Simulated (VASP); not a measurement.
Set up this calculation in VASP 6.6.1, as the native input.

* Task: single point
* Functional: PBE
* Potentials or basis: VASP PAW PBE potentials, release 64 (Ga_d, As)
* Cutoff: 500 eV
* k mesh: 6 × 6 × 6
* Occupations: fermi-dirac, width 0.05 eV
* Spin: no spin polarisation
* Dipole correction: no
* Further INCAR settings: ALGO = Normal; EDIFF = 1e-06; NBANDS = 16

The structure of GaAs lies in POSCAR:

```
GaAs
1.0
    0.0000000000      2.7724739605      2.9388223982
    2.7724739605      0.0000000000      2.9388223982
    2.7724739605      2.7724739605      0.0000000000
Ga As
1 1
Direct
    0.0000000000      0.0000000000      0.0000000000
    0.2500000000      0.2500000000      0.2500000000
```

One way to write it, as run:

INCAR

```
ALGO = Normal ; EDIFF = 1E-6
ENCUT = 500 ; GGA = PE
GGA_COMPAT = F ; ISIF = 2
ISMEAR = -1 ; LASPH = T
LCHARG = F ; LREAL = F
LWAVE = F ; NBANDS = 16
NELM = 120 ; PREC = Accurate
SIGMA = 0.05
```

KPOINTS

```
k-points
0
Gamma
  6 6 6
```

Potentials or basis: VASP PAW PBE potentials, release 64 (Ga_d, As).

Command:

```sh
$ cat potpaw_PBE.64/Ga_d/POTCAR potpaw_PBE.64/As/POTCAR > POTCAR
$ mpirun -np 1 vasp_std > vasp.out
```

Results of the run:

```yaml
Pressure: 3.4 GPa
Band_gap_on_the_k_mesh: 0.37 eV
```

Caveat: the cell stands under pressure.

Run time: 36 s on 1 thread of Intel Xeon 8259CL (shared host), peak memory 0.17 GiB.
